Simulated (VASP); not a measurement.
# WC (CsCl type) (Pm-3m) in VASP: notebook

Aim: see how the results for WC (CsCl type) move with the level of theory and the settings. Levels: PBE, PBE+U. Tasks: single point, relaxation of cell and atoms.

Everything below comes from runs of VASP 6.6.1. Logs are shortened: lines on timing, memory, paths and dates and some standing lists are left out, and cuts for length are marked.

## Step 1: The cell of the first run

Symmetry: Pm-3m, No. 221, cubic system. The conventional cell has a = 2.727 Å, b = 2.727 Å, c = 2.727 Å, α = 90.00°, β = 90.00°, γ = 90.00°. W (site symmetry m-3m) has 8 C at 2.36 Å and 6 W at 2.73 Å within 3.1 Å. C (site symmetry m-3m) has 8 W at 2.36 Å and 6 C at 2.73 Å within 3.1 Å.

## Step 2: Single point, PBE

Contents of INCAR:

```
SYSTEM = WC
PREC = Accurate
ENCUT = 520
EDIFF = 1E-6
ISMEAR = -1
SIGMA = 0.08
LREAL = .False.
LASPH = .True.
NELM = 80
ALGO = Normal
ISIF = 2
LWAVE = .False.
LCHARG = .False.
GGA = PE
NBANDS = 16
```

Contents of KPOINTS:

```
regular mesh
0
Gamma
  15 15 15
  0 0 0
```

Contents of POSCAR:

```
WC
1.0
    2.7270793821      0.0000000000      0.0000000000
    0.0000000000      2.7270793821      0.0000000000
    0.0000000000      0.0000000000      2.7270793821
W C
1 1
Direct
    0.0000000000      0.0000000000      0.0000000000
    0.5000000000      0.5000000000      0.5000000000
```

Potentials or basis: VASP PAW PBE potentials, release 64 (W_sv, C).

Command:

```
$ cat potpaw_PBE.64/W_sv/POTCAR potpaw_PBE.64/C/POTCAR > POTCAR
$ mpirun -np 1 vasp_std > vasp.out
```

OUTCAR:

```text
SYSTEM = WC
   PREC = Accurate
   ENCUT = 520
   EDIFF = 1E-6
   ISMEAR = -1
   LREAL = .False.
   LASPH = .True.
   NELM = 80
   ISIF = 2
   GGA = PE

 ion  position               nearest neighbor table
   1  0.000  0.000  0.000-   2 2.36   2 2.36   2 2.36   2 2.36   2 2.36   2 2.36   2 2.36   2 2.36

   2  0.500  0.500  0.500-   1 2.36   1 2.36   1 2.36   1 2.36   1 2.36   1 2.36   1 2.36   1 2.36

  LATTYP: Found a simple cubic cell.
 ALAT       =     2.7270793821

  Lattice vectors:

 A1 = (   2.7270793821,   0.0000000000,   0.0000000000)
 A2 = (   0.0000000000,   2.7270793821,   0.0000000000)
 A3 = (   0.0000000000,   0.0000000000,   2.7270793821)

Analysis of symmetry for initial positions (statically):
=====================================================================
 Subroutine PRICEL returns:
 Original cell was already a primitive cell.

 Routine SETGRP: Setting up the symmetry group for a
 simple cubic supercell.

 Subroutine GETGRP returns: Found 48 space group operations
 (whereof 48 operations were pure point group operations)
 out of a pool of 48 trial point group operations.

The static configuration has the point symmetry O_h .

Analysis of symmetry for dynamics (positions and initial velocities):
=====================================================================
 Subroutine PRICEL returns:
 Original cell was already a primitive cell.

 Routine SETGRP: Setting up the symmetry group for a
 simple cubic supercell.

 Subroutine GETGRP returns: Found 48 space group operations
 (whereof 48 operations were pure point group operations)
 out of a pool of 48 trial point group operations.

The dynamic configuration has the point symmetry O_h .

 Subroutine INISYM returns: Found 48 space group operations
 (whereof 48 operations are pure point group operations),
 and found     1 'primitive' translations

----------------------------------------------------------------------------------------

                                     Primitive cell

  volume of cell :      20.2812

  direct lattice vectors                    reciprocal lattice vectors
     2.727079382  0.000000000  0.000000000     0.366692663  0.000000000  0.000000000
     0.000000000  2.727079382  0.000000000     0.000000000  0.366692663  0.000000000
     0.000000000  0.000000000  2.727079382     0.000000000  0.000000000  0.366692663

  length of vectors
     2.727079382  2.727079382  2.727079382     0.366692663  0.366692663  0.366692663

  position of ions in fractional coordinates (direct lattice)
     0.000000000  0.000000000  0.000000000
     0.500000000  0.500000000  0.500000000

  ion indices of the primitive-cell ions
   primitive index   ion index
                 1           1
                 2           2

----------------------------------------------------------------------------------------

 KPOINTS: regular mesh

Automatic generation of k-mesh.
 Grid dimensions read from file:
 generate k-points for:   15   15   15

 Generating k-lattice:

  Cartesian coordinates                     Fractional coordinates (reciprocal lattice)
     0.024446178  0.000000000  0.000000000     0.066666667  0.000000000  0.000000000
     0.000000000  0.024446178  0.000000000     0.000000000  0.066666667  0.000000000
     0.000000000  0.000000000  0.024446178     0.000000000  0.000000000  0.066666667

  Length of vectors
     0.024446178  0.024446178  0.024446178

  Shift w.r.t. Gamma in fractional coordinates (k-lattice)
     0.000000000  0.000000000  0.000000000

 Subroutine IBZKPT returns following result:
 ===========================================

 Found    120 irreducible k-points:

 Following reciprocal coordinates:
            Coordinates               Weight
  0.000000  0.000000  0.000000      1.000000
  0.066667  0.000000  0.000000      6.000000
  0.133333  0.000000  0.000000      6.000000
  0.200000  0.000000  0.000000      6.000000
  0.266667  0.000000  0.000000      6.000000
  0.333333  0.000000  0.000000      6.000000
[... 16 lines left out ...]
  0.266667  0.200000  0.000000     24.000000
  0.333333  0.200000  0.000000     24.000000
 [... further k-points ...]
   k-points           NKPTS =    120   k-points in BZ     NKDIM =    120   number of bands    NBANDS=     16
   number of dos      NEDOS =    301   number of ions     NIONS =      2
   total plane-waves  NPLWV =   8000
   dimension x,y,z NGX =    20 NGY =   20 NGZ =   20
   dimension x,y,z NGXF=    40 NGYF=   40 NGZF=   40
   ions per type =               1   1
   NGX,Y,Z   is equivalent  to a cutoff of  12.19, 12.19, 12.19 a.u.
   NGXF,Y,Z  is equivalent  to a cutoff of  24.38, 24.38, 24.38 a.u.
 SYSTEM =  WC
   PREC   = accura    normal or accurate (medium, high low for compatibility)
   ISTART =      0    job   : 0-new  1-cont  2-samecut
   ICHARG =      2    charge: 1-file 2-atom 10-const
   ISPIN  =      1    spin polarized calculation?
   LNONCOLLINEAR =      F non collinear calculations
   LSORBIT =      F    spin-orbit coupling
   LASPH  =      T    aspherical Exc in radial PAW
   ENCUT  =  520.0 eV  38.22 Ry    6.18 a.u.   5.07  5.07  5.07*2*pi/ulx,y,z
   NELM   =     80;   NELMIN=  2; NELMDL= -5     # of ELM steps
   EDIFF  = 0.1E-05   stopping-criterion for ELM
   LREAL  =      F    real-space projection
   EDIFFG = 0.1E-04   stopping-criterion for IOM
   NSW    =      0    number of steps for IOM
   IBRION =     -1    ionic relax: 0-MD 1-quasi-New 2-CG
   NFREE  =      0    steps in history (QN), initial steepest desc. (CG)
   ISIF   =      2    stress and relaxation
   ISYM   =      2    0-nonsym 1-usesym 2-fastsym
   POTIM  = 0.5000    time-step for ionic-motion
   TEBEG  =    0.0;   TEEND  =   0.0 temperature during run
   PSTRESS=    0.0 pullay stress
   NELECT =      18.0000    total number of electrons
   NUPDOWN=      -1.0000    fix difference up-down
   EMIN   =  10.00;   EMAX   =-10.00  energy-range for DOS
   EFERMI =   0.00;   METHOD = LEGACY
   ISMEAR =    -1;   SIGMA  =   0.08  broadening in eV -4-tet -1-fermi 0-gaus
   EFERMI_NEDOS =   21; number of points for ismear=-14 and -15
   IALGO  =     38    algorithm
   IMIX   =      4    mixing-type and parameters
     AMIX     =   0.40;   BMIX     =  1.00
     AMIX_MAG =   1.60;   BMIX_MAG =  1.00
  volume/ion in A,a.u.               =      10.14        68.43
  Fermi-wavevector in a.u.,A,eV,Ry     =   1.573263  2.973035 33.676531  2.475155
  Thomas-Fermi vector in A             =   2.674573
   LORBIT       =      0    0 simple, 1 ext, 2 COOP (PROOUT), +10 PAW based schemes
   GGA     = PE    functional components
   LHFCALC =     F    Hartree Fock is set to
   AEXX    =    0.0000 exact exchange contribution
   IVDW    =     0    specifies the selected vdW correction
   LEPSILON=     F    determine dielectric tensor
   LRPA    =     F    only Hartree local field effects (RPA)
 non-spin polarized calculation
  energy-cutoff  :      520.00
  volume of cell :       20.28
 maximum number of plane-waves:       558
   NGX = 11   NGY = 11   NGZ = 11

 number of electron      18.0000007 magnetization

 Free energy of the ion-electron system (eV)
  ---------------------------------------------------
  ext. energy  EPLUGINS =         0.00000000
  ---------------------------------------------------
  free energy    TOTEN  =       -20.64516559 eV

  energy without entropy =      -20.63397368  energy(sigma->0) =      -20.63956963

 E-fermi :  12.2573     XC(G=0): -14.0239

 val. band max:       12.2121228310   @ k =   0.2667   0.2000   0.1333
 cond. band min:      12.2756363199   @ k =   0.4667   0.2667   0.2667
 fundamental gap:      0.0635134889
 Fermi energy:        12.2573265340

 k-point     1 :       0.0000    0.0000    0.0000
  band No.  band energies     occupation
      1     -62.5277      2.00000
      2     -26.3281      2.00000
      3     -26.3281      2.00000
      4     -26.3281      2.00000
      5      -3.0592      2.00000
      6       7.1748      2.00000
[... 8 lines left out ...]
     15      29.9051      0.00000
     16      29.9051      0.00000

 k-point     2 :       0.0667    0.0000    0.0000
  band No.  band energies     occupation
      1     -62.5250      2.00000
      2     -26.3741      2.00000
      3     -26.3240      2.00000
      4     -26.3240      2.00000
      5      -2.9505      2.00000
      6       7.1992      2.00000
[... 8 lines left out ...]
     15      29.0313      0.00000
     16      30.0864      0.00000

 k-point     3 :       0.1333    0.0000    0.0000
  band No.  band energies     occupation
      1     -62.5170      2.00000
      2     -26.5026      2.00000
      3     -26.3124      2.00000
      4     -26.3124      2.00000
      5      -2.6332      2.00000
      6       7.1566      2.00000
[... 8 lines left out ...]
     15      27.4246      0.00000
     16      30.5663      0.00000

 k-point     4 :       0.2000    0.0000    0.0000
  band No.  band energies     occupation
      1     -62.5054      2.00000
      2     -26.6877      2.00000
      3     -26.2952      2.00000
      4     -26.2952      2.00000
      5      -2.1312      2.00000
      6       6.7834      2.00000
[... 8 lines left out ...]
     15      25.8120      0.00000
     16      31.0137      0.00000
[... 324 lines left out ...]
 k-point    22 :       0.2000    0.2000    0.0000
  band No.  band energies     occupation
      1     -62.4832      2.00000
      2     -26.6641      2.00000
      3     -26.6306      2.00000
      4     -26.2635      2.00000
      5      -1.3531      2.00000
      6       6.7095      2.00000
[... 8 lines left out ...]
     15      26.8986      0.00000
     16      29.6425      0.00000

 k-point    23 :       0.2667    0.2000    0.0000
  band No.  band energies     occupation
      1     -62.4699      2.00000
      2     -26.8516      2.00000
      3     -26.6217      2.00000
      4     -26.2444      2.00000
      5      -0.8324      2.00000
      6       6.0697      2.00000
[... 8 lines left out ...]
     15      26.5169      0.00000
     16      29.3071      0.00000

 k-point    24 :       0.3333    0.2000    0.0000
  band No.  band energies     occupation
      1     -62.4571      2.00000
      2     -27.0399      2.00000
      3     -26.5991      2.00000
      4     -26.2260      2.00000
      5      -0.2587      2.00000
      6       5.2829      2.00000
[... 8 lines left out ...]
     15      25.8445      0.00000
     16      28.1883      0.00000

 [... further k-points ...]
[... 5 lines left out ...]
  --------------------------------------------------------------------------------------
  -------------------------------------------------------------------------------------
  Total        0.1660783      0.1660783      0.1660783     -0.0000000     -0.0000000     -0.0000000
  in kB       13.1198852     13.1198852     13.1198852     -0.0000000     -0.0000000     -0.0000000
  external PRESSURE =      13.1198852 kB  Pullay stress =       0.0000000 kB

 VOLUME and BASIS-vectors are now :
 -----------------------------------------------------------------------------
  energy-cutoff  :      520.00
  volume of cell :       20.28
      direct lattice vectors                 reciprocal lattice vectors
     2.727079382  0.000000000  0.000000000     0.366692663  0.000000000  0.000000000
     0.000000000  2.727079382  0.000000000     0.000000000  0.366692663  0.000000000
     0.000000000  0.000000000  2.727079382     0.000000000  0.000000000  0.366692663

 POSITION                                       TOTAL-FORCE (eV/Angst)
 -----------------------------------------------------------------------------------
      0.00000      0.00000      0.00000         0.000000      0.000000      0.000000
      1.36354      1.36354      1.36354         0.000000      0.000000      0.000000
 -----------------------------------------------------------------------------------
    total drift:                                0.000000      0.000000      0.000000

  FREE ENERGIE OF THE ION-ELECTRON SYSTEM (eV)
  ---------------------------------------------------
  free  energy   TOTEN  =       -20.6451655883 eV

  energy  without entropy=      -20.6339736763  energy(sigma->0) =      -20.63956963
```

Wall time 15 s (1 thread of Intel Xeon Platinum 8559C (Emerald Rapids), shared host); peak memory 0.15 GiB.

What came out:

- Free energy: -20.6452 eV
- Pressure: 1.3 GPa
- Band gap on the k mesh: zero (band 9 reaches 17.50 eV, above the bottom of band 10 at 11.06 eV)

Levels at points of the mesh, in eV from the Fermi level:
| k point | band 7 | band 8 | band 9 | band 10 | band 11 | band 12 |
| --- | --- | --- | --- | --- | --- | --- |
| (0.00, 0.00, 0.00) | -5.08 | 0.09 | 0.09 | 0.09 | 2.92 | 2.92 |

Caveat: spin-orbit coupling is left out, which moves the levels of the heavy elements.

## Step 3: Single point, PBE

Contents of INCAR:

```
  ALGO = Normal
  EDIFF = 1E-7
  ENCUT = 520
  GGA = PE
  ISIF = 2
  ISMEAR = -1
  LASPH = T
  LCHARG = T
  LELF = T
  LREAL = F
  LVHAR = T
  LWAVE = F
  NBANDS = 16
  NELM = 80
  PREC = Accurate
  SIGMA = 0.08
```

Contents of KPOINTS:

```
k-points
0
Gamma
  15 15 15
```

POSCAR is that of step 2.

Potentials or basis: VASP PAW PBE potentials, release 64 (W_sv, C).

Command:

```
$ cat potpaw_PBE.64/W_sv/POTCAR potpaw_PBE.64/C/POTCAR > POTCAR
$ mpirun -np 1 vasp_std > vasp.out
```

OUTCAR:

```text
EDIFF = 1E-7
   ENCUT = 520
   GGA = PE
   ISIF = 2
   ISMEAR = -1
   LASPH = T
   LREAL = F
   NELM = 80
   PREC = Accurate

 ion  position               nearest neighbor table
   1  0.000  0.000  0.000-   2 2.36   2 2.36   2 2.36   2 2.36   2 2.36   2 2.36   2 2.36   2 2.36

   2  0.500  0.500  0.500-   1 2.36   1 2.36   1 2.36   1 2.36   1 2.36   1 2.36   1 2.36   1 2.36

  LATTYP: Found a simple cubic cell.
 ALAT       =     2.7270793821

  Lattice vectors:

 A1 = (   2.7270793821,   0.0000000000,   0.0000000000)
 A2 = (   0.0000000000,   2.7270793821,   0.0000000000)
 A3 = (   0.0000000000,   0.0000000000,   2.7270793821)

Analysis of symmetry for initial positions (statically):
=====================================================================
 Subroutine PRICEL returns:
 Original cell was already a primitive cell.

 Routine SETGRP: Setting up the symmetry group for a
 simple cubic supercell.

 Subroutine GETGRP returns: Found 48 space group operations
 (whereof 48 operations were pure point group operations)
 out of a pool of 48 trial point group operations.

The static configuration has the point symmetry O_h .

Analysis of symmetry for dynamics (positions and initial velocities):
=====================================================================
 Subroutine PRICEL returns:
 Original cell was already a primitive cell.

 Routine SETGRP: Setting up the symmetry group for a
 simple cubic supercell.

 Subroutine GETGRP returns: Found 48 space group operations
 (whereof 48 operations were pure point group operations)
 out of a pool of 48 trial point group operations.

[... 105 lines left out ...]
   NFREE  =      0    steps in history (QN), initial steepest desc. (CG)
   ISIF   =      2    stress and relaxation
   ISYM   =      2    0-nonsym 1-usesym 2-fastsym
   POTIM  = 0.5000    time-step for ionic-motion
   TEBEG  =    0.0;   TEEND  =   0.0 temperature during run
   PSTRESS=    0.0 pullay stress
   NELECT =      18.0000    total number of electrons
   NUPDOWN=      -1.0000    fix difference up-down
   EMIN   =  10.00;   EMAX   =-10.00  energy-range for DOS
   EFERMI =   0.00;   METHOD = LEGACY
   ISMEAR =    -1;   SIGMA  =   0.08  broadening in eV -4-tet -1-fermi 0-gaus
   EFERMI_NEDOS =   21; number of points for ismear=-14 and -15
   IALGO  =     38    algorithm
   IMIX   =      4    mixing-type and parameters
     AMIX     =   0.40;   BMIX     =  1.00
     AMIX_MAG =   1.60;   BMIX_MAG =  1.00
  volume/ion in A,a.u.               =      10.14        68.43
  Fermi-wavevector in a.u.,A,eV,Ry     =   1.573263  2.973035 33.676531  2.475155
  Thomas-Fermi vector in A             =   2.674573
   LORBIT       =      0    0 simple, 1 ext, 2 COOP (PROOUT), +10 PAW based schemes
   GGA     = PE    functional components
   LHFCALC =     F    Hartree Fock is set to
   AEXX    =    0.0000 exact exchange contribution
   IVDW    =     0    specifies the selected vdW correction
   LEPSILON=     F    determine dielectric tensor
   LRPA    =     F    only Hartree local field effects (RPA)
 non-spin polarized calculation
  energy-cutoff  :      520.00
  volume of cell :       20.28
 maximum number of plane-waves:       558
   NGX = 11   NGY = 11   NGZ = 11

 number of electron      18.0000007 magnetization

 Free energy of the ion-electron system (eV)
  ---------------------------------------------------
  ext. energy  EPLUGINS =         0.00000000
  ---------------------------------------------------
  free energy    TOTEN  =       -20.64516559 eV

  energy without entropy =      -20.63397368  energy(sigma->0) =      -20.63956963

 E-fermi :  12.2573     XC(G=0): -14.0239

 val. band max:       12.2121228310   @ k =   0.2667   0.2000   0.1333
 cond. band min:      12.2756363199   @ k =   0.4667   0.2667   0.2667
 fundamental gap:      0.0635134889
 Fermi energy:        12.2573265340

 k-point     1 :       0.0000    0.0000    0.0000
  band No.  band energies     occupation
      1     -62.5277      2.00000
      2     -26.3281      2.00000
      3     -26.3281      2.00000
      4     -26.3281      2.00000
      5      -3.0592      2.00000
      6       7.1748      2.00000
[... 433 lines left out ...]
      3     -26.5991      2.00000
      4     -26.2260      2.00000
      5      -0.2587      2.00000
      6       5.2829      2.00000
[... 8 lines left out ...]
     15      25.8445      0.00000
     16      28.1883      0.00000

 [... further k-points ...]
[... 5 lines left out ...]
  --------------------------------------------------------------------------------------
  -------------------------------------------------------------------------------------
  Total        0.1660993      0.1660993      0.1660993      0.0000000      0.0000000     -0.0000000
  in kB       13.1215489     13.1215489     13.1215489      0.0000000      0.0000000     -0.0000000
  external PRESSURE =      13.1215489 kB  Pullay stress =       0.0000000 kB

 VOLUME and BASIS-vectors are now :
 -----------------------------------------------------------------------------
  energy-cutoff  :      520.00
  volume of cell :       20.28
      direct lattice vectors                 reciprocal lattice vectors
     2.727079382  0.000000000  0.000000000     0.366692663  0.000000000  0.000000000
     0.000000000  2.727079382  0.000000000     0.000000000  0.366692663  0.000000000
     0.000000000  0.000000000  2.727079382     0.000000000  0.000000000  0.366692663

 POSITION                                       TOTAL-FORCE (eV/Angst)
 -----------------------------------------------------------------------------------
      0.00000      0.00000      0.00000         0.000000      0.000000      0.000000
      1.36354      1.36354      1.36354         0.000000      0.000000      0.000000
 -----------------------------------------------------------------------------------
    total drift:                                0.000000      0.000000      0.000000

  FREE ENERGIE OF THE ION-ELECTRON SYSTEM (eV)
  ---------------------------------------------------
  free  energy   TOTEN  =       -20.6451655882 eV

  energy  without entropy=      -20.6339736762  energy(sigma->0) =      -20.63956963
```

It took 17 s on 1 thread of Intel Xeon Platinum 8559C (Emerald Rapids), shared host; peak memory 0.15 GiB.

What came out:

- Free energy: -20.6452 eV
- Pressure: 1.3 GPa
- Band gap on the k mesh: zero (band 9 reaches 17.50 eV, above the bottom of band 10 at 11.06 eV)

Caveat: spin-orbit coupling is left out, which moves the levels of the heavy elements.

(Part 1 of 2 ends here.)
